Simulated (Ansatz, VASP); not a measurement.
CsI in VASP and in Ansatz

```
CELL_PARAMETERS angstrom
4.50498 0.00000 0.00000
0.00000 4.50498 0.00000
0.00000 0.00000 4.50498
ATOMIC_POSITIONS crystal
Cs 0.00000 0.00000 0.00000
I 0.50000 0.50000 0.50000
```

Change from the starting cell: volume scaled by 0.96.

Alike in both runs: task single point; functional LDA; k mesh 7 × 7 × 7; occupations fermi-dirac, width 0.01 eV; no spin polarisation.

|  | VASP | Ansatz |
| --- | --- | --- |
| version | VASP 6.6.1 | Ansatz 0.2.0 |
| potentials or method | VASP PAW LDA potentials, release 64 (Cs_sv, I), cutoff 500 eV | all-electron LAPW, scalar-relativistic |

```csv
,VASP,Ansatz,Ansatz less VASP
gap on the k mesh at the Fermi level (eV),3.71,3.70,-0.009
pressure (GPa),-0.9,-1.0,-0.05
```

LDA's correlation is that of Perdew and Zunger in VASP and of Perdew and Wang (1992) in Ansatz. Ansatz ran all-electron here, and VASP with PAW potentials.

Spin-orbit coupling is off throughout.
